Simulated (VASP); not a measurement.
# InSb (I4/mmm) in VASP: further runs, part 2 of 4

VASP 6.6.1. Earlier steps stand in the parts before.

## Step 3: Single point, PBEsol (29.71 Å³/atom)

This run uses another cell than the first one, of 29.71 Å³/atom.

Input file INCAR:

```
PREC = Accurate ; ENCUT = 520
EDIFF = 1E-6 ; ISMEAR = 0
SIGMA = 0.15 ; LREAL = False
LASPH = True ; NELM = 100
ALGO = Normal ; ISIF = 2
LWAVE = False ; LCHARG = True
GGA = PS ; LELF = True
LVHAR = True ; NBANDS = 16
```

Input file KPOINTS:

```
regular mesh
0
Gamma
  14 14 14
```

Input file POSCAR:

```
InSb
1.0
    0.0000000000      2.9147584715      3.4965442624
    2.9147584715      0.0000000000      3.4965442624
    2.9147584715      2.9147584715      0.0000000000
In Sb
1 1
Direct
    0.0000000000      0.0000000000      0.0000000000
    0.5000000000      0.5000000000      0.5000000000
```

Potentials or basis: VASP PAW PBE potentials, release 64 (In_d, Sb).

Run with:

```sh
$ cat potpaw_PBE.64/In_d/POTCAR potpaw_PBE.64/Sb/POTCAR > POTCAR
$ mpirun -np 1 vasp_std > vasp.out
```

OUTCAR:

```text
PREC = Accurate
   ENCUT = 520
   EDIFF = 1E-6
   ISMEAR = 0
   LREAL = False
   LASPH = True
   NELM = 100
   ISIF = 2
   GGA = PS

 ion  position               nearest neighbor table
   1  0.000  0.000  0.000-   2 2.91   2 2.91   2 2.91   2 2.91   2 3.50   2 3.50
   2  0.500  0.500  0.500-   1 2.91   1 2.91   1 2.91   1 2.91   1 3.50   1 3.50

  LATTYP: Found a body centered tetragonal cell.
 ALAT       =     4.1220909614
 C/A-ratio  =     1.6964905894

  Lattice vectors:

 A1 = (  -2.9147584715,   0.0000000000,   3.4965442624)
 A2 = (   2.9147584715,   0.0000000000,   3.4965442624)
 A3 = (   0.0000000000,   2.9147584715,  -3.4965442624)

Analysis of symmetry for initial positions (statically):
=====================================================================
 Subroutine PRICEL returns:
 Original cell was already a primitive cell.

 Routine SETGRP: Setting up the symmetry group for a
 body centered tetragonal supercell.

 Subroutine GETGRP returns: Found 16 space group operations
 (whereof 16 operations were pure point group operations)
 out of a pool of 16 trial point group operations.

The static configuration has the point symmetry D_4h.

Analysis of symmetry for dynamics (positions and initial velocities):
=====================================================================
 Subroutine PRICEL returns:
 Original cell was already a primitive cell.

 Routine SETGRP: Setting up the symmetry group for a
 body centered tetragonal supercell.

 Subroutine GETGRP returns: Found 16 space group operations
 (whereof 16 operations were pure point group operations)
 out of a pool of 16 trial point group operations.

The dynamic configuration has the point symmetry D_4h.

 Subroutine INISYM returns: Found 16 space group operations
 (whereof 16 operations are pure point group operations),
 and found     1 'primitive' translations

----------------------------------------------------------------------------------------

                                     Primitive cell

  volume of cell :      59.4120

  direct lattice vectors                    reciprocal lattice vectors
     0.000000000  2.914758471  3.496544262    -0.171540800  0.171540800  0.142998333
     2.914758471  0.000000000  3.496544262     0.171540800 -0.171540800  0.142998333
     2.914758471  2.914758471  0.000000000     0.171540800  0.171540800 -0.142998333

  length of vectors
     4.552102671  4.552102671  4.122090961     0.281604360  0.281604360  0.281604360

  position of ions in fractional coordinates (direct lattice)
     0.000000000  0.000000000  0.000000000
     0.500000000  0.500000000  0.500000000

  ion indices of the primitive-cell ions
   primitive index   ion index
                 1           1
                 2           2

----------------------------------------------------------------------------------------

 KPOINTS: regular mesh

Automatic generation of k-mesh.
 Grid dimensions read from file:
 generate k-points for:   14   14   14

 Generating k-lattice:

  Cartesian coordinates                     Fractional coordinates (reciprocal lattice)
    -0.012252914  0.012252914  0.010214167     0.071428571  0.000000000  0.000000000
     0.012252914 -0.012252914  0.010214167     0.000000000  0.071428571  0.000000000
     0.012252914  0.012252914 -0.010214167     0.000000000  0.000000000  0.071428571

  Length of vectors
     0.020114597  0.020114597  0.020114597

  Shift w.r.t. Gamma in fractional coordinates (k-lattice)
     0.000000000  0.000000000  0.000000000

 Subroutine IBZKPT returns following result:
 ===========================================

 Found    244 irreducible k-points:

 Following reciprocal coordinates:
            Coordinates               Weight
  0.000000  0.000000  0.000000      1.000000
  0.071429  0.000000  0.000000      8.000000
  0.142857  0.000000  0.000000      8.000000
  0.214286  0.000000  0.000000      8.000000
  0.285714  0.000000  0.000000      8.000000
  0.357143  0.000000  0.000000      8.000000
[... 16 lines left out ...]
  0.214286  0.142857  0.000000      8.000000
  0.285714  0.142857  0.000000      8.000000
 [... further k-points ...]
   k-points           NKPTS =    244   k-points in BZ     NKDIM =    244   number of bands    NBANDS=     16
   number of dos      NEDOS =    301   number of ions     NIONS =      2
   total plane-waves  NPLWV =  41472
   dimension x,y,z NGX =    36 NGY =   36 NGZ =   32
   dimension x,y,z NGXF=    72 NGYF=   72 NGZF=   64
   ions per type =               1   1
   NGX,Y,Z   is equivalent  to a cutoff of  13.15, 13.15, 12.91 a.u.
   NGXF,Y,Z  is equivalent  to a cutoff of  26.29, 26.29, 25.81 a.u.
 SYSTEM =  unknown system
   PREC   = accura    normal or accurate (medium, high low for compatibility)
   ISTART =      0    job   : 0-new  1-cont  2-samecut
   ICHARG =      2    charge: 1-file 2-atom 10-const
   ISPIN  =      1    spin polarized calculation?
   LNONCOLLINEAR =      F non collinear calculations
   LSORBIT =      F    spin-orbit coupling
   LASPH  =      T    aspherical Exc in radial PAW
   ENCUT  =  520.0 eV  38.22 Ry    6.18 a.u.   8.46  8.46  7.66*2*pi/ulx,y,z
   NELM   =    100;   NELMIN=  2; NELMDL= -5     # of ELM steps
   EDIFF  = 0.1E-05   stopping-criterion for ELM
   LREAL  =      F    real-space projection
   EDIFFG = 0.1E-04   stopping-criterion for IOM
   NSW    =      0    number of steps for IOM
   IBRION =     -1    ionic relax: 0-MD 1-quasi-New 2-CG
   NFREE  =      0    steps in history (QN), initial steepest desc. (CG)
   ISIF   =      2    stress and relaxation
   ISYM   =      2    0-nonsym 1-usesym 2-fastsym
   POTIM  = 0.5000    time-step for ionic-motion
   TEBEG  =    0.0;   TEEND  =   0.0 temperature during run
   PSTRESS=    0.0 pullay stress
   NELECT =      18.0000    total number of electrons
   NUPDOWN=      -1.0000    fix difference up-down
   EMIN   =  10.00;   EMAX   =-10.00  energy-range for DOS
   EFERMI =   0.00;   METHOD = LEGACY
   ISMEAR =     0;   SIGMA  =   0.15  broadening in eV -4-tet -1-fermi 0-gaus
   EFERMI_NEDOS =   21; number of points for ismear=-14 and -15
   IALGO  =     38    algorithm
   IMIX   =      4    mixing-type and parameters
     AMIX     =   0.40;   BMIX     =  1.00
     AMIX_MAG =   1.60;   BMIX_MAG =  1.00
  volume/ion in A,a.u.               =      29.71       200.47
  Fermi-wavevector in a.u.,A,eV,Ry     =   1.099531  2.077813 16.449024  1.208969
  Thomas-Fermi vector in A             =   2.235927
   LORBIT       =      0    0 simple, 1 ext, 2 COOP (PROOUT), +10 PAW based schemes
   GGA     = PS    functional components
   LHFCALC =     F    Hartree Fock is set to
   AEXX    =    0.0000 exact exchange contribution
   IVDW    =     0    specifies the selected vdW correction
   LEPSILON=     F    determine dielectric tensor
   LRPA    =     F    only Hartree local field effects (RPA)
 non-spin polarized calculation
 Gauss-broadening in eV      SIGMA  =   0.15
  energy-cutoff  :      520.00
  volume of cell :       59.41
 maximum number of plane-waves:      1619
 NGX is ok and might be reduce to    36
   NGX = 17   NGY = 17   NGZ = 15

 number of electron      18.0000000 magnetization

 Free energy of the ion-electron system (eV)
  ---------------------------------------------------
  ext. energy  EPLUGINS =         0.00000000
  ---------------------------------------------------
  free energy    TOTEN  =        -7.27597710 eV

  energy without entropy =       -7.26244771  energy(sigma->0) =       -7.26921240

 E-fermi :   6.1715     XC(G=0):  -9.7146

 val. band max:        6.1710777229   @ k =   0.2857   0.0000   0.0000
 cond. band min:       6.1717140661   @ k =  -0.2143   0.0714   0.2143
 fundamental gap:      0.0006363432
 Fermi energy:         6.1715364491

 k-point     1 :       0.0000    0.0000    0.0000
  band No.  band energies     occupation
      1      -8.2725      2.00000
      2      -8.2492      2.00000
      3      -8.2326      2.00000
      4      -8.1882      2.00000
      5      -8.1882      2.00000
      6      -4.7174      2.00000
[... 8 lines left out ...]
     15      12.8709      0.00000
     16      13.7433      0.00000
[... 419 lines left out ...]
 k-point    24 :       0.2857    0.1429    0.0000
  band No.  band energies     occupation
      1      -8.2873      2.00000
      2      -8.2590      2.00000
      3      -8.2284      2.00000
      4      -8.1831      2.00000
      5      -8.1784      2.00000
      6      -4.1461      2.00000
[... 8 lines left out ...]
     15      14.1434      0.00000
     16      14.5877      0.00000

 [... further k-points ...]

------------------------ aborting loop because EDIFF is reached ----------------------------------------

  FORCE on cell =-STRESS in cart. coord.  units (eV):
  Direction    XX          YY          ZZ          XY          YZ          ZX
  --------------------------------------------------------------------------------------
  -------------------------------------------------------------------------------------
  Total        0.8714460      0.8714460     -2.4837775      0.0000000      0.0000000      0.0000000
  in kB       23.5004876     23.5004876    -66.9806094      0.0000000      0.0000000      0.0000000
  external PRESSURE =      -6.6598781 kB  Pullay stress =       0.0000000 kB

 VOLUME and BASIS-vectors are now :
 -----------------------------------------------------------------------------
  energy-cutoff  :      520.00
  volume of cell :       59.41
      direct lattice vectors                 reciprocal lattice vectors
     0.000000000  2.914758471  3.496544262    -0.171540800  0.171540800  0.142998333
     2.914758471  0.000000000  3.496544262     0.171540800 -0.171540800  0.142998333
     2.914758471  2.914758471  0.000000000     0.171540800  0.171540800 -0.142998333

 POSITION                                       TOTAL-FORCE (eV/Angst)
 -----------------------------------------------------------------------------------
      0.00000      0.00000      0.00000         0.000000      0.000000      0.000000
      2.91476      2.91476      3.49654        -0.000000     -0.000000      0.000000
 -----------------------------------------------------------------------------------
    total drift:                               -0.000000      0.000000      0.000000

  FREE ENERGIE OF THE ION-ELECTRON SYSTEM (eV)
  ---------------------------------------------------
  free  energy   TOTEN  =        -7.2759770961 eV

  energy  without entropy=       -7.2624477102  energy(sigma->0) =       -7.26921240
```

OSZICAR:

```text
N       E                     dE             d eps       ncg     rms          rms(c)
DAV:   1     0.109558782085E+03    0.10956E+03   -0.79628E+03  7824   0.116E+03
DAV:   2    -0.736290575040E+00   -0.11030E+03   -0.10695E+03  8936   0.287E+02
DAV:   3    -0.719239753024E+01   -0.64561E+01   -0.64015E+01  9992   0.694E+01
DAV:   4    -0.736145472019E+01   -0.16906E+00   -0.16900E+00 10088   0.124E+01
DAV:   5    -0.736996061593E+01   -0.85059E-02   -0.85058E-02 11320   0.230E+00    0.336E+00
DAV:   6    -0.728632511625E+01    0.83635E-01   -0.14640E-01 10336   0.657E+00    0.185E+00
DAV:   7    -0.727691690816E+01    0.94082E-02   -0.35007E-02 11416   0.222E+00    0.553E-01
DAV:   8    -0.727597625666E+01    0.94065E-03   -0.31423E-03 10064   0.681E-01    0.186E-01
DAV:   9    -0.727598360887E+01   -0.73522E-05   -0.27811E-04 11288   0.149E-01    0.706E-02
DAV:  10    -0.727597716688E+01    0.64420E-05   -0.16977E-05 11080   0.348E-02    0.404E-02
DAV:  11    -0.727597709610E+01    0.70779E-07   -0.32592E-06 10352   0.231E-02
   1 F= -.72759771E+01 E0= -.72692124E+01  d E =-.135294E-01
```

Run time: 1.7 min. Hardware: 1 thread of Intel Xeon Platinum 8488C (Sapphire Rapids), shared host; peak memory 0.38 GiB.

What came out:

```
Free energy            : -7.2760 eV
Pressure               : -0.7 GPa
Band gap on the k mesh : zero (bands 9 and 10 overlap by 2.52 eV)
```

Levels at points of the mesh, in eV from the Fermi level:
```csv
k point,band 6,band 7,band 8,band 9,band 10,band 11,band 12,band 13
"(0.00, 0.00, 0.00)",-10.89,-0.59,-0.59,-0.47,0.69,3.63,5.54,6.14
"(0.50, 0.00, 0.00)",-9.20,-6.46,-0.27,0.80,1.27,3.00,3.02,3.67
"(0.50, 0.50, 0.00)",-9.50,-4.20,-2.09,-1.65,-1.65,3.73,8.24,8.67
"(0.50, 0.00, 0.50)",-8.01,-4.41,-3.76,-3.19,-1.27,3.17,5.51,9.28
```

Caveat: the stress differs along the axes, from -7 to 2 GPa; the PAW data sets were made with another functional, which shifts forces and pressure a little; spin-orbit coupling is left out, which moves the levels of the heavy elements.

(Part 2 of 4 ends here.)
